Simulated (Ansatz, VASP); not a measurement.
One calculation of KCl, two programs

```
K Cl
1.0
     3.93518    0.00000    0.00000
     0.00000    3.93518    0.00000
     0.00000    0.00000    3.74322
K Cl
1 1
Direct
  0.00000 0.00000 0.00000
  0.50000 0.50000 0.50000
```

Change from the starting cell: strain +0.025 along x and y, -0.025 along z, atoms carried along.

Alike in both runs: task single point; functional PBEsol; k mesh 6 × 6 × 6; occupations gaussian, width 0.05 eV; no spin polarisation.

|  | VASP | Ansatz |
| --- | --- | --- |
| version | VASP 6.6.1 | Ansatz 0.2.0 |
| potentials or method | VASP PAW PBE potentials, release 64 (K_sv, Cl), cutoff 520 eV | scalar-relativistic, plane waves, PAW |
| valence electrons in the cell | 16 | 16 |

```csv
,VASP,Ansatz,Ansatz less VASP
gap on the k mesh at the Fermi level (eV),4.35,4.35,+0.002
least direct gap on the mesh (eV),4.52,4.52,+0.002
pressure (GPa),-1.7,-1.8,-0.01
"traceless stress, the component that is largest in VASP (GPa)",1.37,1.37,+0.002
```

VASP's potentials were made for PBE, not for PBEsol.
